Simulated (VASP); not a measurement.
# BaHfO3 (Pm-3m) in VASP: settings compared

The runs below take BaHfO3 through single point, with PBEsol, HSE06, r2SCAN.

Program: VASP 6.6.1. These are calculated values, not measurements. Logs are shortened: lines on timing, memory, paths and dates and some standing lists are left out, and cuts for length are marked.

### 1 The cell of the first run

The structure is cubic, space group Pm-3m (No. 221). The conventional cell has a = 4.158 Å, b = 4.158 Å, c = 4.158 Å, α = 90.00°, β = 90.00°, γ = 90.00°. Within 3.9 Å of Ba (site symmetry m-3m) lie 12 O at 2.94 Å and 8 Hf at 3.60 Å. Hf (site symmetry m-3m) has 6 O at 2.08 Å within 2.8 Å. Within 2.8 Å of O (site symmetry 4/mmm) lie 2 Hf at 2.08 Å.

### 2 Single point, PBEsol

Contents of INCAR:

```
PREC = Accurate
ENCUT = 520
EDIFF = 1E-6
ISMEAR = -1
SIGMA = 0.05
LREAL = Auto
LASPH = T
NELM = 60
ALGO = Normal
ISIF = 2
LWAVE = F
LCHARG = T
GGA = PS
LELF = T
LVHAR = T
NBANDS = 178
```

Contents of KPOINTS:

```
regular mesh
0
Gamma
  1 1 1
```

Contents of POSCAR:

```
BaHfO3
1.0
    8.3151870000      0.0000000000      0.0000000000
    0.0000000000      8.3151870000      0.0000000000
    0.0000000000      0.0000000000      8.3151870000
Ba Hf O
8 8 24
Direct
    0.0000000000      0.0000000000      0.0000000000
    0.0000000000      0.0000000000      0.5000000000
    0.0000000000      0.5000000000      0.0000000000
    0.0000000000      0.5000000000      0.5000000000
    0.5000000000      0.0000000000      0.0000000000
    0.5000000000      0.0000000000      0.5000000000
    0.5000000000      0.5000000000      0.0000000000
    0.5000000000      0.5000000000      0.5000000000
    0.2500000000      0.2500000000      0.2500000000
    0.2500000000      0.2500000000      0.7500000000
    0.2500000000      0.7500000000      0.2500000000
    0.2500000000      0.7500000000      0.7500000000
    0.7500000000      0.2500000000      0.2500000000
    0.7500000000      0.2500000000      0.7500000000
    0.7500000000      0.7500000000      0.2500000000
    0.7500000000      0.7500000000      0.7500000000
    0.2500000000      0.2500000000      0.0000000000
    0.2500000000      0.2500000000      0.5000000000
    0.2500000000      0.7500000000      0.0000000000
    0.2500000000      0.7500000000      0.5000000000
    0.7500000000      0.2500000000      0.0000000000
    0.7500000000      0.2500000000      0.5000000000
    0.7500000000      0.7500000000      0.0000000000
    0.7500000000      0.7500000000      0.5000000000
    0.0000000000      0.2500000000      0.2500000000
    0.0000000000      0.2500000000      0.7500000000
    0.0000000000      0.7500000000      0.2500000000
    0.0000000000      0.7500000000      0.7500000000
    0.5000000000      0.2500000000      0.2500000000
    0.5000000000      0.2500000000      0.7500000000
    0.5000000000      0.7500000000      0.2500000000
    0.5000000000      0.7500000000      0.7500000000
    0.2500000000      0.0000000000      0.2500000000
    0.2500000000      0.0000000000      0.7500000000
    0.2500000000      0.5000000000      0.2500000000
    0.2500000000      0.5000000000      0.7500000000
    0.7500000000      0.0000000000      0.2500000000
    0.7500000000      0.0000000000      0.7500000000
    0.7500000000      0.5000000000      0.2500000000
    0.7500000000      0.5000000000      0.7500000000
```

Potentials or basis: VASP PAW PBE potentials, release 64 (Ba_sv, Hf_pv, O).

Command:

```bash
$ cat potpaw_PBE.64/Ba_sv/POTCAR potpaw_PBE.64/Hf_pv/POTCAR potpaw_PBE.64/O/POTCAR > POTCAR
$ mpirun -np 1 vasp_gam > vasp.out
```

OUTCAR:

```text
PREC = Accurate
   ENCUT = 520
   EDIFF = 1E-6
   ISMEAR = -1
   LREAL = Auto
   LASPH = T
   NELM = 60
   ISIF = 2
   GGA = PS

 ion  position               nearest neighbor table
   1  0.000  0.000  0.000-  17 2.94  19 2.94  21 2.94  23 2.94  25 2.94  26 2.94  27 2.94  28 2.94
                            33 2.94  34 2.94  37 2.94  38 2.94  13 3.60  14 3.60  15 3.60  16 3.60
   2  0.000  0.000  0.500-  18 2.94  20 2.94  22 2.94  24 2.94  25 2.94  26 2.94  27 2.94  28 2.94
                            33 2.94  34 2.94  37 2.94  38 2.94  13 3.60  14 3.60  15 3.60  16 3.60
   3  0.000  0.500  0.000-  17 2.94  19 2.94  21 2.94  23 2.94  25 2.94  26 2.94  27 2.94  28 2.94
                            35 2.94  36 2.94  39 2.94  40 2.94  13 3.60  14 3.60  15 3.60  16 3.60
   4  0.000  0.500  0.500-  18 2.94  20 2.94  22 2.94  24 2.94  25 2.94  26 2.94  27 2.94  28 2.94
                            35 2.94  36 2.94  39 2.94  40 2.94  13 3.60  14 3.60  15 3.60  16 3.60
   5  0.500  0.000  0.000-  17 2.94  19 2.94  21 2.94  23 2.94  29 2.94  30 2.94  31 2.94  32 2.94
                            33 2.94  34 2.94  37 2.94  38 2.94  13 3.60  14 3.60  15 3.60  16 3.60
   6  0.500  0.000  0.500-  18 2.94  20 2.94  22 2.94  24 2.94  29 2.94  30 2.94  31 2.94  32 2.94
                            33 2.94  34 2.94  37 2.94  38 2.94  13 3.60  14 3.60  15 3.60  16 3.60
   7  0.500  0.500  0.000-  17 2.94  19 2.94  21 2.94  23 2.94  29 2.94  30 2.94  31 2.94  32 2.94
                            35 2.94  36 2.94  39 2.94  40 2.94  13 3.60  14 3.60  15 3.60  16 3.60
   8  0.500  0.500  0.500-  18 2.94  20 2.94  22 2.94  24 2.94  29 2.94  30 2.94  31 2.94  32 2.94
                            35 2.94  36 2.94  39 2.94  40 2.94  13 3.60  14 3.60  15 3.60  16 3.60
   9  0.250  0.250  0.250-  17 2.08  18 2.08  25 2.08  29 2.08  33 2.08  35 2.08   7 3.60   8 3.60
                             1 3.60   2 3.60   3 3.60   4 3.60   5 3.60   6 3.60
  10  0.250  0.250  0.750-  17 2.08  18 2.08  26 2.08  30 2.08  34 2.08  36 2.08   7 3.60   8 3.60
                             1 3.60   2 3.60   3 3.60   4 3.60   5 3.60   6 3.60
  11  0.250  0.750  0.250-  19 2.08  20 2.08  27 2.08  31 2.08  33 2.08  35 2.08   7 3.60   8 3.60
                             1 3.60   2 3.60   3 3.60   4 3.60   5 3.60   6 3.60
[... 32 lines left out ...]
  39  0.750  0.500  0.250-  13 2.08  15 2.08   7 2.94   8 2.94   3 2.94   4 2.94
  40  0.750  0.500  0.750-  14 2.08  16 2.08   7 2.94   8 2.94   3 2.94   4 2.94

  LATTYP: Found a simple cubic cell.
 ALAT       =     8.3151870000

  Lattice vectors:

 A1 = (   8.3151870000,   0.0000000000,   0.0000000000)
 A2 = (   0.0000000000,   8.3151870000,   0.0000000000)
 A3 = (   0.0000000000,   0.0000000000,   8.3151870000)

Analysis of symmetry for initial positions (statically):
=====================================================================
 Subroutine PRICEL returns following result:

  LATTYP: Found a simple cubic cell.
 ALAT       =     4.1575935000

  Lattice vectors:

 A1 = (   4.1575935000,   0.0000000000,   0.0000000000)
 A2 = (   0.0000000000,   4.1575935000,   0.0000000000)
 A3 = (   0.0000000000,   0.0000000000,   4.1575935000)

   8 primitive cells build up your supercell.

 Routine SETGRP: Setting up the symmetry group for a
 simple cubic supercell.

 Subroutine GETGRP returns: Found 48 space group operations
 (whereof 48 operations were pure point group operations)
 out of a pool of 48 trial point group operations.

The static configuration has the point symmetry O_h .

Analysis of symmetry for dynamics (positions and initial velocities):
=====================================================================
 Subroutine PRICEL returns following result:

  LATTYP: Found a simple cubic cell.
 ALAT       =     4.1575935000

  Lattice vectors:

 A1 = (   4.1575935000,   0.0000000000,   0.0000000000)
 A2 = (   0.0000000000,   4.1575935000,   0.0000000000)
 A3 = (   0.0000000000,   0.0000000000,   4.1575935000)

   8 primitive cells build up your supercell.

 Routine SETGRP: Setting up the symmetry group for a
 simple cubic supercell.

 Subroutine GETGRP returns: Found 48 space group operations
 (whereof 48 operations were pure point group operations)
 out of a pool of 48 trial point group operations.

The dynamic configuration has the point symmetry O_h .

 Subroutine INISYM returns: Found 48 space group operations
 (whereof 48 operations are pure point group operations),
 and found     8 'primitive' translations

----------------------------------------------------------------------------------------

                                     Primitive cell

  volume of cell :      71.8664

  direct lattice vectors                    reciprocal lattice vectors
     4.157593500  0.000000000  0.000000000     0.240523755  0.000000000  0.000000000
     0.000000000  4.157593500  0.000000000     0.000000000  0.240523755  0.000000000
     0.000000000  0.000000000  4.157593500     0.000000000  0.000000000  0.240523755

  length of vectors
     4.157593500  4.157593500  4.157593500     0.240523755  0.240523755  0.240523755

  position of ions in fractional coordinates (direct lattice)
     0.000000000  0.000000000  0.000000000
     0.500000000  0.500000000  0.500000000
     0.500000000  0.500000000  0.000000000
     0.000000000  0.500000000  0.500000000
     0.500000000  0.000000000  0.500000000

  ion indices of the primitive-cell ions
   primitive index   ion index
                 1           1
                 2           9
                 3          17
                 4          25
                 5          33

----------------------------------------------------------------------------------------

 KPOINTS: regular mesh

Automatic generation of k-mesh.
 Grid dimensions read from file:
 generate k-points for:    1    1    1

 Generating k-lattice:

  Cartesian coordinates                     Fractional coordinates (reciprocal lattice)
     0.120261877  0.000000000  0.000000000     1.000000000  0.000000000  0.000000000
     0.000000000  0.120261877  0.000000000     0.000000000  1.000000000  0.000000000
     0.000000000  0.000000000  0.120261877     0.000000000  0.000000000  1.000000000

  Length of vectors
     0.120261877  0.120261877  0.120261877

  Shift w.r.t. Gamma in fractional coordinates (k-lattice)
     0.000000000  0.000000000  0.000000000

 Subroutine IBZKPT returns following result:
 ===========================================

 Found      1 irreducible k-points:

 Following reciprocal coordinates:
            Coordinates               Weight
  0.000000  0.000000  0.000000      1.000000
   k-points           NKPTS =      1   k-points in BZ     NKDIM =      1   number of bands    NBANDS=    178
   number of dos      NEDOS =    301   number of ions     NIONS =     40
   total plane-waves  NPLWV = 262144
   dimension x,y,z NGX =    64 NGY =   64 NGZ =   64
   dimension x,y,z NGXF=   128 NGYF=  128 NGZF=  128
   ions per type =               8   8  24
   NGX,Y,Z   is equivalent  to a cutoff of  12.80, 12.80, 12.80 a.u.
   NGXF,Y,Z  is equivalent  to a cutoff of  25.59, 25.59, 25.59 a.u.
 SYSTEM =  unknown system
   PREC   = accura    normal or accurate (medium, high low for compatibility)
   ISTART =      0    job   : 0-new  1-cont  2-samecut
   ICHARG =      2    charge: 1-file 2-atom 10-const
   ISPIN  =      1    spin polarized calculation?
   LNONCOLLINEAR =      F non collinear calculations
   LSORBIT =      F    spin-orbit coupling
   LASPH  =      T    aspherical Exc in radial PAW
   ENCUT  =  520.0 eV  38.22 Ry    6.18 a.u.  15.46 15.46 15.46*2*pi/ulx,y,z
   NELM   =     60;   NELMIN=  2; NELMDL= -5     # of ELM steps
   EDIFF  = 0.1E-05   stopping-criterion for ELM
   LREAL  =      T    real-space projection
   EDIFFG = 0.1E-04   stopping-criterion for IOM
   NSW    =      0    number of steps for IOM
   IBRION =     -1    ionic relax: 0-MD 1-quasi-New 2-CG
   NFREE  =      0    steps in history (QN), initial steepest desc. (CG)
   ISIF   =      2    stress and relaxation
   ISYM   =      2    0-nonsym 1-usesym 2-fastsym
   POTIM  = 0.5000    time-step for ionic-motion
   TEBEG  =    0.0;   TEEND  =   0.0 temperature during run
   PSTRESS=    0.0 pullay stress
   NELECT =     304.0000    total number of electrons
   NUPDOWN=      -1.0000    fix difference up-down
   EMIN   =  10.00;   EMAX   =-10.00  energy-range for DOS
   EFERMI =   0.00;   METHOD = LEGACY
   ISMEAR =    -1;   SIGMA  =   0.05  broadening in eV -4-tet -1-fermi 0-gaus
   EFERMI_NEDOS =   21; number of points for ismear=-14 and -15
   IALGO  =     38    algorithm
   IMIX   =      4    mixing-type and parameters
     AMIX     =   0.40;   BMIX     =  1.00
     AMIX_MAG =   1.60;   BMIX_MAG =  1.00
  volume/ion in A,a.u.               =      14.37        97.00
  Fermi-wavevector in a.u.,A,eV,Ry     =   1.323815  2.501648 23.844026  1.752486
  Thomas-Fermi vector in A             =   2.453395
   LORBIT       =      0    0 simple, 1 ext, 2 COOP (PROOUT), +10 PAW based schemes
   GGA     = PS    functional components
   LHFCALC =     F    Hartree Fock is set to
   AEXX    =    0.0000 exact exchange contribution
   IVDW    =     0    specifies the selected vdW correction
   LEPSILON=     F    determine dielectric tensor
   LRPA    =     F    only Hartree local field effects (RPA)
 non-spin polarized calculation
  energy-cutoff  :      520.00
  volume of cell :      574.93
 maximum number of plane-waves:      7758
 NGX is ok and might be reduce to    64
   NGX = 31   NGY = 31   NGZ = 31

 number of electron     304.0000111 magnetization

 Free energy of the ion-electron system (eV)
  ---------------------------------------------------
  ext. energy  EPLUGINS =         0.00000000
  ---------------------------------------------------
  free energy    TOTEN  =      -358.64750009 eV

  energy without entropy =     -358.64750009  energy(sigma->0) =     -358.64750009

 E-fermi :   3.8049     XC(G=0): -11.1391

 val. band max:        2.4666993314   @ k =   0.0000   0.0000   0.0000
 cond. band min:       5.7700361011   @ k =   0.0000   0.0000   0.0000
 fundamental gap:      3.3033367697
 Fermi energy:         3.8048538311

 k-point     1 :       0.0000    0.0000    0.0000
  band No.  band energies     occupation
      1     -26.6436      2.00000
      2     -26.6436      2.00000
      3     -26.6436      2.00000
      4     -26.6331      2.00000
      5     -26.6331      2.00000
      6     -26.6331      2.00000
[... 156 lines left out ...]
    163       8.3844      0.00000
    164       8.3844      0.00000
 [bands above 164 left out]

------------------------ aborting loop because EDIFF is reached ----------------------------------------

  FORCE on cell =-STRESS in cart. coord.  units (eV):
  Direction    XX          YY          ZZ          XY          YZ          ZX
  --------------------------------------------------------------------------------------
  -------------------------------------------------------------------------------------
  Total        6.1514089      6.1514089      6.1514089      0.0000000     -0.0000000      0.0000000
  in kB       17.1423010     17.1423010     17.1423010      0.0000000     -0.0000000      0.0000000
  external PRESSURE =      17.1423010 kB  Pullay stress =       0.0000000 kB

 VOLUME and BASIS-vectors are now :
 -----------------------------------------------------------------------------
  energy-cutoff  :      520.00
  volume of cell :      574.93
      direct lattice vectors                 reciprocal lattice vectors
     8.315187000  0.000000000  0.000000000     0.120261877  0.000000000  0.000000000
     0.000000000  8.315187000  0.000000000     0.000000000  0.120261877  0.000000000
     0.000000000  0.000000000  8.315187000     0.000000000  0.000000000  0.120261877

 POSITION                                       TOTAL-FORCE (eV/Angst)
 -----------------------------------------------------------------------------------
      0.00000      0.00000      0.00000         0.000000     -0.000000     -0.000000
      0.00000      0.00000      4.15759         0.000000      0.000000      0.000000
      0.00000      4.15759      0.00000         0.000000     -0.000000      0.000000
      0.00000      4.15759      4.15759         0.000000      0.000000      0.000000
      4.15759      0.00000      0.00000         0.000000     -0.000000     -0.000000
      4.15759      0.00000      4.15759         0.000000      0.000000     -0.000000
[... 32 lines left out ...]
      6.23639      4.15759      2.07880         0.000000      0.000000      0.000000
      6.23639      4.15759      6.23639        -0.000000      0.000000     -0.000000
 -----------------------------------------------------------------------------------
    total drift:                                0.000000      0.000000      0.000000

  FREE ENERGIE OF THE ION-ELECTRON SYSTEM (eV)
  ---------------------------------------------------
  free  energy   TOTEN  =      -358.6475000922 eV

  energy  without entropy=     -358.6475000922  energy(sigma->0) =     -358.64750009
```

It took 85 s on 1 thread of Intel Xeon Platinum 8481C at 2.70GHz (Sapphire Rapids), shared host; peak memory 0.56 GiB.

What came out:

| Property | Result |
| --- | --- |
| Free energy | -358.6475 eV |
| Pressure | 1.7 GPa |
| Band gap on the k mesh | 3.30 eV |

Caveat: the k points lie up to 0.76 Å⁻¹ apart; the PAW data sets were made with another functional, which shifts forces and pressure a little; spin-orbit coupling is left out, which moves the levels of the heavy elements.

### 3 Single point, HSE06

POSCAR is that of step 2.

Contents of INCAR.step1:

```
PREC = Accurate ; ENCUT = 520
EDIFF = 1E-5 ; ISMEAR = -1
SIGMA = 0.05 ; LREAL = Auto
LASPH = T ; NELM = 100
ALGO = Normal ; ISIF = 2
LWAVE = T ; LCHARG = F
NBANDS = 178 ; GGA = PE
LUSENCCL = F
```

Contents of INCAR.step2:

```
PREC = Accurate ; ENCUT = 520
EDIFF = 1E-6 ; ISMEAR = -1
SIGMA = 0.05 ; LREAL = Auto
LASPH = T ; NELM = 100
ALGO = Normal ; ISIF = 2
LWAVE = F ; LCHARG = F
GGA = PE ; LHFCALC = T
HFSCREEN = 0.2079 ; PRECFOCK = Fast
NBANDS = 178 ; ISTART = 1
LUSENCCL = F
```

KPOINTS is that of step 2.

Potentials or basis: VASP PAW PBE potentials, release 64 (Ba_sv, Hf_pv, O).

Command:

```bash
$ cat potpaw_PBE.64/Ba_sv/POTCAR potpaw_PBE.64/Hf_pv/POTCAR potpaw_PBE.64/O/POTCAR > POTCAR
$ cp INCAR.step1 INCAR
$ mpirun -np 1 vasp_gam > vasp.out
$ cp INCAR.step2 INCAR
$ mpirun -np 1 vasp_gam > vasp.out
```

It took 4.3 min on 1 × NVIDIA H100 80GB with 1 thread of AMD EPYC 7R13 (Zen 3), shared host; peak memory 1.5 GiB.

Results (log left out):

```
Free energy            : -409.4270 eV
Pressure               : 2.6 GPa
Band gap on the k mesh : 4.95 eV
```

Levels at points of the mesh, in eV from the valence-band top:
```tsv
k point	band 148	band 149	band 150	band 151	band 152	band 153	band 154	band 155	band 156	band 157
(0.00, 0.00, 0.00)	-0.08	-0.08	0.00	0.00	0.00	4.95	4.95	4.95	5.54	5.54
```

Caveat: the k points lie up to 0.76 Å⁻¹ apart; the PAW data sets were made with another functional, which shifts forces and pressure a little; spin-orbit coupling is left out, which moves the levels of the heavy elements. A k mesh can miss the band edges.

### 4 Single point, r2SCAN

POSCAR is that of step 3.

Contents of INCAR.step1:

```
SYSTEM = BaHfO3
  PREC = Accurate
  ENCUT = 520
  ISMEAR = -1
  SIGMA = 0.05
  LREAL = Auto
  LASPH = .TRUE.
  NELM = 100
  NBANDS = 178
  GGA = PE
  ALGO = Normal
  EDIFF = 1E-4
  LWAVE = .TRUE.
  LCHARG = .FALSE.
```

Contents of INCAR.step2:

```
SYSTEM = BaHfO3
  PREC = Accurate
  ENCUT = 520
  EDIFF = 1E-6
  ISMEAR = -1
  SIGMA = 0.05
  LREAL = Auto
  LASPH = .TRUE.
  NELM = 100
  ALGO = Normal
  ISIF = 2
  LWAVE = .FALSE.
  LCHARG = .FALSE.
  METAGGA = R2SCAN
  LMIXTAU = .TRUE.
  NBANDS = 178
  ISTART = 1
```

Contents of KPOINTS:

```
Automatic mesh
0
G
  1 1 1
  0 0 0
```

Command:

```bash
$ cat potpaw_PBE.64/Ba_sv/POTCAR potpaw_PBE.64/Hf_pv/POTCAR potpaw_PBE.64/O/POTCAR > POTCAR
$ cp INCAR.step1 INCAR
$ mpirun -np 1 vasp_gam > vasp.out
$ cp INCAR.step2 INCAR
$ mpirun -np 1 vasp_gam > vasp.out
```

Run time: 8.7 min. Hardware: 1 thread of Intel Xeon Platinum 8488C (Sapphire Rapids), shared host; peak memory 0.71 GiB.

The run converged. Its results:

```yaml
Free_energy: -858.9666 eV
Pressure: 3.8 GPa
Band_gap_on_the_k_mesh: 3.95 eV
```

Levels at points of the mesh, in eV from the valence-band top:
```tsv
k point	band 149	band 150	band 151	band 152	band 153	band 154	band 155	band 156
(0.00, 0.00, 0.00)	-0.08	0.00	0.00	0.00	3.95	3.95	3.95	4.50
```

Caveat: the k points lie up to 0.76 Å⁻¹ apart; the PAW data sets were made with another functional, which shifts forces and pressure a little; spin-orbit coupling is left out, which moves the levels of the heavy elements.

### 5 Summary

| level | grid for exact exchange (PRECFOCK) | screening parameter | gap on the mesh (eV) | pressure (GPa) |
| --- | --- | --- | --- | --- |
| PBEsol | - | - | 3.30 | 1.7 |
| HSE06 | Fast | 0.2079 1/Å | 4.95 | 2.6 |
| r2SCAN | - | - | 3.95 | 3.8 |

Alike in all rows: task single point; potentials or basis VASP PAW PBE potentials, release 64 (Ba_sv, Hf_pv, O); no spin polarisation; cell as given; k mesh 1 × 1 × 1; cutoff (eV) 520; smearing fermi-dirac 0.05 eV.

Caveats: all runs use coarse meshes; the PAW data sets were made with another functional, which shifts forces and pressure a little; spin-orbit coupling is left out, which moves the levels of the heavy elements.

Absolute energies hang on the potentials; compare differences alone.
